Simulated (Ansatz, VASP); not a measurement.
This is a calculation of PbSe for Ansatz 0.2.0.

File input.yaml:

```yaml
crystal:
  lattice:
    - [4.4729872793, 0.0, 0.0]
    - [-0.010446711, 4.47297508, 0.0]
    - [-2.231270284, -2.2364875401, 12.1587223602]
  atoms:
    - { symbol: Pb, position: [0.80684, 0.807304, 0.618443] }
    - { symbol: Pb, position: [0.185454, 0.19981, 0.382376] }
    - { symbol: Se, position: [0.287332, 0.323146, 0.623194] }
    - { symbol: Se, position: [0.684266, 0.699895, 0.377965] }
kpoints:
  mp_grid: { grid: [6, 6, 3] }
scf:
  occupations: { method: fermi_dirac, width: 0.05 }
hamiltonian:
  xc: lda
  pseudopotentials: { kind: all_electron, lapw: { basis_error: 0.002 } }
output:
  forces: true
  stress: true
  eigenvalues: true
```

Potentials or basis: all-electron LAPW, scalar-relativistic.

Run with:

```console
$ ansatz run input.yaml --threads 2 --pin off --max-ram 6144MiB --backend cpu --events-out ev --progress --plain --runs-dir out
```

Question: Translate it to VASP 6.6.1. Potentials there: VASP PAW LDA potentials, release 64 (Pb_d, Se).

Answer: As run (the cutoff follows the program's own potentials):

The input INCAR:

```
SYSTEM = PbSe
PREC = Accurate
ENCUT = 520
EDIFF = 1E-7
ISMEAR = -1
SIGMA = 0.05
LREAL = .FALSE.
LASPH = .TRUE.
NELM = 80
ALGO = Normal
ISIF = 2
LWAVE = .FALSE.
LCHARG = .FALSE.
GGA = CA
NBANDS = 28
```

KPOINTS

```
regular mesh
0
G
  6 6 3
  0 0 0
```

The input POSCAR:

```
PbSe
1.0
    4.4729872793      0.0000000000      0.0000000000
   -0.0104467110      4.4729750800      0.0000000000
   -2.2312702840     -2.2364875401     12.1587223602
Pb Se
2 2
Direct
    0.8068400000      0.8073040000      0.6184430000
    0.1854540000      0.1998100000      0.3823760000
    0.2873320000      0.3231460000      0.6231940000
    0.6842660000      0.6998950000      0.3779650000
```

Potentials or basis: VASP PAW LDA potentials, release 64 (Pb_d, Se).

Launch:

```console
$ cat potpaw_LDA.64/Pb_d/POTCAR potpaw_LDA.64/Se/POTCAR > POTCAR
$ mpirun -np 1 vasp_std > vasp.out
```

Both were run:

|  | VASP | Ansatz | Ansatz less VASP |
| --- | --- | --- | --- |
| gap on the k mesh at the Fermi level (eV) | 1.45 | 1.46 | +0.005 |
| least direct gap on the mesh (eV) | 1.45 | 1.46 | +0.005 |
| rms of the force components (eV/Å) | 0.382 | 0.390 | +0.0077 |

LDA's correlation is that of Perdew and Zunger in VASP and of Perdew and Wang (1992) in Ansatz. Atom by atom the forces differ by 0.008 eV/Å (rms over components). Ansatz ran all-electron here, and VASP with PAW potentials.

Neither program's run includes spin-orbit coupling.
